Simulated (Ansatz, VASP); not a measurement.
**One calculation of CdI2, two programs**

```
Cd I
1.0
     4.24682    0.00000    0.00000
    -2.12341    3.67785    0.00000
     0.00000    0.00000   20.69239
Cd I
3 6
Cartesian
  2.1234 1.2260 6.8940
  0.0000 2.4519 13.7984
  0.0000 0.0000 0.0000
  0.0000 2.4519 1.7194
  0.0000 2.4519 8.6132
  2.1234 1.2260 18.9729
  2.1234 1.2260 12.0792
  0.0000 0.0000 5.1743
  0.0000 0.0000 15.5181
```

Alike in both runs: task single point; functional LDA; k mesh 12 × 12 × 2; no spin polarisation.

```csv
,VASP,Ansatz
version,VASP 6.6.1,Ansatz 0.2.0
potentials or method,"VASP PAW LDA potentials, release 64 (Cd, I)","plane waves, PAW"
plane-wave cutoff (eV),500,420
occupations,"gaussian, width 0.01 eV",fixed
valence electrons in the cell,78,162
```

```tsv
	VASP	Ansatz	Ansatz less VASP
gap on the k mesh at the Fermi level (eV)	2.03	2.02	-0.007
pressure (GPa)	-1.9	-2.1	-0.16
rms of the force components (eV/Å)	0.116	0.131	+0.0147
```

LDA's correlation is that of Perdew and Zunger in VASP and of Perdew and Wang (1992) in Ansatz. Atom by atom the forces differ by 0.015 eV/Å (rms over components). VASP's potentials hold 78 valence electrons a cell and Ansatz's 162, so a difference there can come from the potentials and not from the codes.

Neither program's run includes spin-orbit coupling.
